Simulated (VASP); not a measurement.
Here is a VASP 6.6.1 calculation.

POSCAR

```
Ta
1.0
   -1.7503568000      1.6512800000      1.6512800000
    1.7503568000     -1.6512800000      1.6512800000
    1.7503568000      1.6512800000     -1.6512800000
Ta
1
Direct
    0.0000000000      0.0000000000      0.0000000000
```

File INCAR.step1:

```
SYSTEM = Ta
PREC = Accurate
ENCUT = 520
ISMEAR = 0
SIGMA = 0.15
LREAL = .FALSE.
LASPH = .TRUE.
NELM = 60
NBANDS = 12
GGA = PE
ALGO = Normal
EDIFF = 1E-4
LWAVE = .TRUE.
LCHARG = .FALSE.
```

INCAR.step2

```
SYSTEM = Ta
PREC = Accurate
ENCUT = 520
EDIFF = 1E-6
ISMEAR = 0
SIGMA = 0.15
LREAL = .FALSE.
LASPH = .TRUE.
NELM = 60
ALGO = Normal
ISIF = 2
LWAVE = .FALSE.
LCHARG = .TRUE.
METAGGA = R2SCAN
LMIXTAU = .TRUE.
LELF = .TRUE.
LVHAR = .TRUE.
NBANDS = 12
ISTART = 1
```

File KPOINTS:

```
Automatic mesh
0
G
  20 20 20
  0 0 0
```

Potentials or basis: VASP PAW PBE potentials, release 64 (Ta_pv).

Launch:

```console
$ cat potpaw_PBE.64/Ta_pv/POTCAR > POTCAR
$ cp INCAR.step1 INCAR
$ mpirun -np 1 vasp_std > vasp.out
$ cp INCAR.step2 INCAR
$ mpirun -np 1 vasp_std > vasp.out
```

Question: Predict the band gap on the k mesh.

Answer: Zero (an odd number of electrons rules out a gap without spin polarisation).

Question: What does it give for the pressure?

Answer: -9.4 GPa.

Stress tensor (GPa, compression positive):
```
-12.81   0.00   0.00
  0.00  -7.71   0.00
  0.00   0.00  -7.71
```

Caveat: the cell differs from its parent crystal (strain +0.0600 x Voigt [1, 0, 0, 0, 0, 0]); the cell stands under tension; the PAW data sets were made with another functional, which shifts forces and pressure a little; spin-orbit coupling is left out, which moves the levels of the heavy elements.
